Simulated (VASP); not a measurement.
Crystal: Cu.

```
Cu
1.0
     0.00000    1.80500    1.80500
     1.80500    0.00000    1.80500
     1.80500    1.80500    0.00000
Cu
1
Direct
  0.00000 0.00000 0.00000
```

| Property | Result |
| --- | --- |
| Program | VASP 6.6.1 |
| Task | relaxation of cell and atoms |
| Functional | PBE |
| Potentials or basis | VASP PAW PBE potentials, release 64 (Cu) |
| Cutoff | 600 eV |
| k mesh | 26 × 26 × 26 |
| Occupations | methfessel-paxton, width 0.1 eV |
| Spin | no spin polarisation |

At the start: pressure 3.0 GPa; volume 11.76 Å³/atom.

Problem. How do energy, volume and symmetry change on relaxing?

Solution. Over 3 steps the energy falls by 2.2 meV/atom and the volume is 12.01 Å³/atom (+2.1 %); space group Fm-3m (No. 225, to 0.05 Å).

Step by step:
| step | energy change (eV) | largest force (eV/Å) | pressure (GPa) | volume (Å³) |
| --- | --- | --- | --- | --- |
| 1 | 0.0000 | 0.0000 | 3.01 | 11.76 |
| 2 | -0.0016 | 0.0000 | -1.49 | 12.14 |
| 3 | -0.0022 | 0.0000 | 0.04 | 12.01 |

Final structure:
```
Cu
1.0
     0.00000    1.81745    1.81745
     1.81745    0.00000    1.81745
     1.81745    1.81745    0.00000
Cu
1
Cartesian
  0.0000 0.0000 0.0000
```
